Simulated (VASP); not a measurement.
Input of a VASP 6.6.1 run:

File POSCAR:

```
NaH
1.0
    2.9551200000      0.0000000000      0.0000000000
    0.0000000000      2.9551200000      0.0000000000
    0.0000000000      0.0000000000      2.9551200000
Na H
1 1
Direct
    0.0000000000      0.0000000000      0.0000000000
    0.5000000000      0.5000000000      0.5000000000
```

File INCAR.step1:

```
PREC = Accurate
ENCUT = 520
ISMEAR = 0
SIGMA = 0.02
LREAL = F
LASPH = T
NELM = 60
NBANDS = 11
GGA = PE
ALGO = Normal
EDIFF = 1E-4
LWAVE = T
LCHARG = F
```

The input INCAR.step2:

```
PREC = Accurate
ENCUT = 520
EDIFF = 1E-7
ISMEAR = 0
SIGMA = 0.02
LREAL = F
LASPH = T
NELM = 60
ALGO = Normal
ISIF = 2
LWAVE = F
LCHARG = F
METAGGA = R2SCAN
LMIXTAU = T
NBANDS = 11
ISTART = 1
```

File KPOINTS:

```
Automatic mesh
0
Gamma
  6 6 6
```

Potentials or basis: VASP PAW PBE potentials, release 64 (Na_pv, H).

The run is started by

```bash
$ cat potpaw_PBE.64/Na_pv/POTCAR potpaw_PBE.64/H/POTCAR > POTCAR
$ cp INCAR.step1 INCAR
$ mpirun -np 1 vasp_std > vasp.out
$ cp INCAR.step2 INCAR
$ mpirun -np 1 vasp_std > vasp.out
```

Question: What does it give for the band gap on the k mesh?

Answer: 1.60 eV, indirect (least direct gap 5.10 eV).

Question: What does it give for the pressure?

Answer: -0.9 GPa.

Caveat: the PAW data sets were made with another functional, which shifts forces and pressure a little. r2SCAN opens gaps a little over a GGA but as a rule still falls short of measured ones.
